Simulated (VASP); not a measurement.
# Li24F in VASP: single point with PBE

Aim: the single point of Li24F with PBE.

All numbers are computed with VASP 6.6.1; they aren't measurements. Logs are shortened: lines on timing, memory, paths and dates and some standing lists are left out, and cuts for length are marked.

**1. The cell of the first run**

The cell holds a slab with vacuum, 25 atoms: a = 6.980 Å, b = 9.067 Å, c = 18.403 Å, α = 90.00°, β = 90.00°, γ = 54.74°.

**2. Single point, PBE**

File INCAR:

```
PREC = Accurate ; ENCUT = 520
EDIFF = 1E-7 ; ISMEAR = -1
SIGMA = 0.1 ; LREAL = Auto
LASPH = True ; NELM = 80
ALGO = Normal ; ISIF = 2
LWAVE = False ; LCHARG = False
GGA = PE ; NBANDS = 58
```

File KPOINTS:

```
regular mesh
0
Gamma
  3 2 1
```

File POSCAR:

```
Li24F
1.0
    6.9800000000      0.0000000000      0.0000000000
    5.2350000000      7.4034080000      0.0000000000
    0.0000000000      0.0000000000     18.4034080000
Li F
24 1
Direct
   -0.2500000338      0.3333333784      0.0543377618
    0.2499999662      0.3333333784      0.0543377618
   -0.2499999662      0.6666666216      0.0543377618
    0.2500000338      0.6666666216      0.0543377618
   -0.2500000000      1.0000000000      0.0543377618
    0.2500000000      1.0000000000      0.0543377618
   -0.0064246137     -0.0004693784      0.1812787610
    0.5081658396     -0.0016451883      0.1814108017
    0.0017404799      0.3328508979      0.1784232573
    0.4980864822      0.3341186924      0.1787092369
    0.0026078926      0.6648656943      0.1804043577
    0.4980305935      0.6673336118      0.1776978481
   -0.2513801222      0.3333223024      0.3041679563
    0.2530382588      0.3311803159      0.3067184621
   -0.2494430609      0.6563139570      0.3055912253
    0.2621509182      0.6595873144      0.3064445455
   -0.2466699448      0.9968699550      0.3181294465
    0.2477286728      1.0025157333      0.3050843083
    0.0140558227     -0.0010442488      0.4476095406
    0.4773283293      0.0130071178      0.4478256962
   -0.0217291308      0.3466338746      0.4287157031
    0.5022233231      0.3447897239      0.4290340680
    0.0020579486      0.6612470905      0.4274515894
    0.4753795632      0.7064387104      0.4436259849
    0.2976852575     -0.0608787196      0.4736414038
```

Potentials or basis: VASP PAW PBE potentials, release 64 (Li_sv, F).

The run is started by

```
cat potpaw_PBE.64/Li_sv/POTCAR potpaw_PBE.64/F/POTCAR > POTCAR
mpirun -np 1 vasp_std > vasp.out
```

OUTCAR:

```text
PREC = Accurate
   ENCUT = 520
   EDIFF = 1E-7
   ISMEAR = -1
   LREAL = Auto
   LASPH = True
   NELM = 80
   ISIF = 2
   GGA = PE

 ion  position               nearest neighbor table
   1  0.750  0.333  0.054-
   2  0.250  0.333  0.054-
   3  0.750  0.667  0.054-
   4  0.250  0.667  0.054-
   5  0.750  0.000  0.054-
   6  0.250  0.000  0.054-
[... 10 lines left out ...]
  17  0.753  0.997  0.318-
  18  0.248  0.003  0.305-
  19  0.014  0.999  0.448-  25 1.79
  20  0.477  0.013  0.448-  25 1.79
  21  0.978  0.347  0.429-
  22  0.502  0.345  0.429-
  23  0.002  0.661  0.427-
  24  0.475  0.706  0.444-  25 1.81
  25  0.298  0.939  0.474-  19 1.79  20 1.79  24 1.81

  LATTYP: Found a simple monoclinic cell.
 ALAT       =     6.9800000000
 B/A-ratio  =     2.6365914040
 C/A-ratio  =     1.0897247360
 COS(beta)  =    -0.2294157338

  Lattice vectors:

 A1 = (   6.9800000000,   0.0000000000,   0.0000000000)
 A2 = (   0.0000000000,   0.0000000000, -18.4034080000)
 A3 = (  -1.7450000000,   7.4034080000,   0.0000000000)

Analysis of symmetry for initial positions (statically):
=====================================================================
 Subroutine PRICEL returns:
 Original cell was already a primitive cell.

 Routine SETGRP: Setting up the symmetry group for a
 simple monoclinic supercell.

 Subroutine GETGRP returns: Found  1 space group operations
 (whereof  1 operations were pure point group operations)
 out of a pool of  4 trial point group operations.

The static configuration has the point symmetry C_1 .

Analysis of symmetry for dynamics (positions and initial velocities):
=====================================================================
 Subroutine PRICEL returns:
 Original cell was already a primitive cell.

 Routine SETGRP: Setting up the symmetry group for a
 simple monoclinic supercell.

 Subroutine GETGRP returns: Found  1 space group operations
 (whereof  1 operations were pure point group operations)
 out of a pool of  4 trial point group operations.

The dynamic configuration has the point symmetry C_1 .

 Subroutine INISYM returns: Found  1 space group operations
 (whereof  1 operations are pure point group operations),
 and found     1 'primitive' translations

----------------------------------------------------------------------------------------

                                     Primitive cell

  volume of cell :     951.0106

  direct lattice vectors                    reciprocal lattice vectors
     6.980000000  0.000000000  0.000000000     0.143266476 -0.101304696  0.000000000
     5.235000000  7.403408000  0.000000000     0.000000000  0.135072929  0.000000000
     0.000000000  0.000000000 18.403408000     0.000000000  0.000000000  0.054337762

  length of vectors
     6.980000000  9.067285978 18.403408000     0.175464881  0.135072929  0.054337762

  position of ions in fractional coordinates (direct lattice)
     0.749999966  0.333333378  0.054337762
     0.249999966  0.333333378  0.054337762
     0.750000034  0.666666622  0.054337762
     0.250000034  0.666666622  0.054337762
     0.750000000  0.000000000  0.054337762
     0.250000000  0.000000000  0.054337762
[... 17 lines left out ...]
     0.475379563  0.706438710  0.443625985
     0.297685257  0.939121280  0.473641404

  ion indices of the primitive-cell ions
   primitive index   ion index
                 1           1
                 2           2
                 3           3
                 4           4
                 5           5
                 6           6
[... 17 lines left out ...]
                24          24
                25          25

----------------------------------------------------------------------------------------

 KPOINTS: regular mesh

Automatic generation of k-mesh.
 Grid dimensions read from file:
 generate k-points for:    3    2    1

 Generating k-lattice:

  Cartesian coordinates                     Fractional coordinates (reciprocal lattice)
     0.047755492 -0.033768232  0.000000000     0.333333333 -0.000000000  0.000000000
     0.000000000  0.067536464  0.000000000     0.000000000  0.500000000  0.000000000
     0.000000000  0.000000000  0.054337762     0.000000000  0.000000000  1.000000000

  Length of vectors
     0.058488294  0.067536464  0.054337762

  Shift w.r.t. Gamma in fractional coordinates (k-lattice)
     0.000000000  0.000000000  0.000000000

 -----------------------------------------------------------------------------
|                                                                             |
|           W    W    AA    RRRRR   N    N  II  N    N   GGGG   !!!           |
|           W    W   A  A   R    R  NN   N  II  NN   N  G    G  !!!           |
|           W    W  A    A  R    R  N N  N  II  N N  N  G       !!!           |
|           W WW W  AAAAAA  RRRRR   N  N N  II  N  N N  G  GGG   !            |
|           WW  WW  A    A  R   R   N   NN  II  N   NN  G    G                |
|           W    W  A    A  R    R  N    N  II  N    N   GGGG   !!!           |
|                                                                             |
|     Your reciprocal lattice and k-lattice belong to different lattice       |
|     classes:                                                                |
|                                                                             |
|        The reciprocal lattice is simple monoclinic,                         |
|        whereas your k-lattice is base centered orthorhombic.                |
|                                                                             |
|     Results are often still useful ...                                      |
|                                                                             |
 -----------------------------------------------------------------------------

 Subroutine IBZKPT returns following result:
 ===========================================

 Found      4 irreducible k-points:

 Following reciprocal coordinates:
            Coordinates               Weight
  0.000000  0.000000  0.000000      1.000000
  0.333333  0.000000  0.000000      2.000000
  0.000000  0.500000  0.000000      1.000000
  0.333333  0.500000  0.000000      2.000000
   k-points           NKPTS =      4   k-points in BZ     NKDIM =      4   number of bands    NBANDS=     58
   number of dos      NEDOS =    301   number of ions     NIONS =     25
   total plane-waves  NPLWV = 529200
   dimension x,y,z NGX =    54 NGY =   70 NGZ =  140
   dimension x,y,z NGXF=   108 NGYF=  140 NGZF=  280
   ions per type =              24   1
   NGX,Y,Z   is equivalent  to a cutoff of  12.86, 12.83, 12.65 a.u.
   NGXF,Y,Z  is equivalent  to a cutoff of  25.72, 25.67, 25.29 a.u.
 SYSTEM =  unknown system
   PREC   = accura    normal or accurate (medium, high low for compatibility)
   ISTART =      0    job   : 0-new  1-cont  2-samecut
   ICHARG =      2    charge: 1-file 2-atom 10-const
   ISPIN  =      1    spin polarized calculation?
   LNONCOLLINEAR =      F non collinear calculations
   LSORBIT =      F    spin-orbit coupling
   LASPH  =      T    aspherical Exc in radial PAW
   ENCUT  =  520.0 eV  38.22 Ry    6.18 a.u.  12.98 16.86 34.22*2*pi/ulx,y,z
   NELM   =     80;   NELMIN=  2; NELMDL= -5     # of ELM steps
   EDIFF  = 0.1E-06   stopping-criterion for ELM
   LREAL  =      T    real-space projection
   EDIFFG = 0.1E-05   stopping-criterion for IOM
   NSW    =      0    number of steps for IOM
   IBRION =     -1    ionic relax: 0-MD 1-quasi-New 2-CG
   NFREE  =      0    steps in history (QN), initial steepest desc. (CG)
   ISIF   =      2    stress and relaxation
   ISYM   =      2    0-nonsym 1-usesym 2-fastsym
   POTIM  = 0.5000    time-step for ionic-motion
   TEBEG  =    0.0;   TEEND  =   0.0 temperature during run
   PSTRESS=    0.0 pullay stress
   NELECT =      79.0000    total number of electrons
   NUPDOWN=      -1.0000    fix difference up-down
   EMIN   =  10.00;   EMAX   =-10.00  energy-range for DOS
   EFERMI =   0.00;   METHOD = LEGACY
   ISMEAR =    -1;   SIGMA  =   0.10  broadening in eV -4-tet -1-fermi 0-gaus
   EFERMI_NEDOS =   21; number of points for ismear=-14 and -15
   IALGO  =     38    algorithm
   IMIX   =      4    mixing-type and parameters
     AMIX     =   0.40;   BMIX     =  1.00
     AMIX_MAG =   1.60;   BMIX_MAG =  1.00
  volume/ion in A,a.u.               =      38.04       256.71
  Fermi-wavevector in a.u.,A,eV,Ry     =   0.714313  1.349856  6.942284  0.510244
  Thomas-Fermi vector in A             =   1.802180
   LORBIT       =      0    0 simple, 1 ext, 2 COOP (PROOUT), +10 PAW based schemes
   GGA     = PE    functional components
[... 5 lines left out ...]
 non-spin polarized calculation
  energy-cutoff  :      520.00
  volume of cell :      951.01
 maximum number of plane-waves:     25610
 NGX is ok and might be reduce to    54
   NGX = 25   NGY = 33   NGZ = 69

 number of electron      78.9999977 magnetization

 Free energy of the ion-electron system (eV)
  ---------------------------------------------------
  ext. energy  EPLUGINS =         0.00000000
  ---------------------------------------------------
  free energy    TOTEN  =       -50.03409027 eV

  energy without entropy =      -49.52321975  energy(sigma->0) =      -49.77865501

 E-fermi :  -0.9958     XC(G=0):  -4.4845

 val. band max:       -1.0641554138   @ k =   0.3333   0.5000   0.0000
 cond. band min:      -0.9932265049   @ k =   0.0000   0.5000   0.0000
 fundamental gap:      0.0709289089
 Fermi energy:        -0.9957899417

 k-point     1 :       0.0000    0.0000    0.0000
  band No.  band energies     occupation
      1     -48.1485      2.00000
      2     -47.9846      2.00000
      3     -47.9714      2.00000
      4     -47.9656      2.00000
      5     -47.9641      2.00000
      6     -47.9606      2.00000
[... 43 lines left out ...]
     50       0.6935      0.00000
     51       0.8682      0.00000

 k-point     2 :       0.3333    0.0000    0.0000
  band No.  band energies     occupation
      1     -48.1485      2.00000
      2     -47.9844      2.00000
      3     -47.9709      2.00000
      4     -47.9671      2.00000
      5     -47.9638      2.00000
      6     -47.9604      2.00000
[... 43 lines left out ...]
     50       0.7536      0.00000
     51       1.0295      0.00000

 k-point     3 :       0.0000    0.5000    0.0000
  band No.  band energies     occupation
      1     -48.1485      2.00000
      2     -47.9844      2.00000
      3     -47.9704      2.00000
      4     -47.9680      2.00000
      5     -47.9635      2.00000
      6     -47.9605      2.00000
[... 43 lines left out ...]
     50       0.4332      0.00000
     51       0.6932      0.00000

 k-point     4 :       0.3333    0.5000    0.0000
  band No.  band energies     occupation
      1     -48.1485      2.00000
      2     -47.9844      2.00000
      3     -47.9712      2.00000
      4     -47.9664      2.00000
      5     -47.9642      2.00000
      6     -47.9604      2.00000
[... 43 lines left out ...]
     50       0.2896      0.00001
     51       0.7266      0.00000
 [bands above 51 left out]

------------------------ aborting loop because EDIFF is reached ----------------------------------------

  FORCE on cell =-STRESS in cart. coord.  units (eV):
  Direction    XX          YY          ZZ          XY          YZ          ZX
  --------------------------------------------------------------------------------------
  -------------------------------------------------------------------------------------
  Total       -0.2186844     -0.8667148     -0.1598441     -0.0622875     -0.0764160     -0.0019430
  in kB       -0.3684199     -1.4601633     -0.2692909     -0.1049364     -0.1287388     -0.0032734
  external PRESSURE =      -0.6992914 kB  Pullay stress =       0.0000000 kB

 VOLUME and BASIS-vectors are now :
 -----------------------------------------------------------------------------
  energy-cutoff  :      520.00
  volume of cell :      951.01
      direct lattice vectors                 reciprocal lattice vectors
     6.980000000  0.000000000  0.000000000     0.143266476 -0.101304696  0.000000000
     5.235000000  7.403408000  0.000000000     0.000000000  0.135072929  0.000000000
     0.000000000  0.000000000 18.403408000     0.000000000  0.000000000  0.054337762

 POSITION                                       TOTAL-FORCE (eV/Angst)
 -----------------------------------------------------------------------------------
      6.98000      2.46780      1.00000        -0.001565      0.009609     -0.007394
      3.49000      2.46780      1.00000         0.001493     -0.001211     -0.018701
      8.72500      4.93560      1.00000         0.010366     -0.009900     -0.004945
      5.23500      4.93560      1.00000        -0.012758      0.002857     -0.013690
      5.23500      0.00000      1.00000        -0.000539     -0.001337     -0.018152
      1.74500      0.00000      1.00000         0.000848      0.001068      0.050127
[... 17 lines left out ...]
      7.01636      5.23005      8.16423        -0.005688     -0.058376      0.003251
      6.99414      6.95270      8.71662         0.004366     -0.053310      0.053328
 -----------------------------------------------------------------------------------
    total drift:                                0.006335     -0.001165      0.005861

  FREE ENERGIE OF THE ION-ELECTRON SYSTEM (eV)
  ---------------------------------------------------
  free  energy   TOTEN  =       -50.0340902726 eV

  energy  without entropy=      -49.5232197520  energy(sigma->0) =      -49.77865501
```

Run time: 11 min. Hardware: 1 thread of AMD EPYC 9R14 (Zen 4), shared host; peak memory 0.95 GiB.

What came out:

* Free energy: -50.0341 eV
* Largest force: 0.077 eV/Å

Forces in eV/Å, atoms in the order of the input:
```
Li  -0.002  0.010 -0.007
Li   0.001 -0.001 -0.019
Li   0.010 -0.010 -0.005
Li  -0.013  0.003 -0.014
Li  -0.001 -0.001 -0.018
Li   0.001  0.001  0.050
Li  -0.003 -0.002  0.001
Li   0.003  0.005  0.000
Li  -0.004  0.000 -0.002
Li   0.001 -0.001 -0.003
Li  -0.001 -0.001 -0.002
Li   0.005  0.003 -0.002
Li  -0.003 -0.003 -0.002
Li   0.001  0.000 -0.006
Li   0.000  0.008 -0.004
Li   0.003 -0.006 -0.005
Li   0.000  0.002  0.004
Li  -0.003  0.002  0.000
Li   0.008  0.017  0.005
Li   0.001  0.006  0.004
Li  -0.003  0.073 -0.023
Li  -0.015 -0.016 -0.004
Li   0.012  0.022 -0.005
Li  -0.006 -0.058  0.003
F    0.004 -0.053  0.053
```

Caveat: the k points lie up to 0.42 Å⁻¹ apart; the cutoff is under 1.25 times the usual one of these potentials, so pressure, stress and relaxed cells hold a basis-set (Pulay) error; an odd number of electrons without spin polarisation forces a metal; a magnetic or distorted state may lie lower.
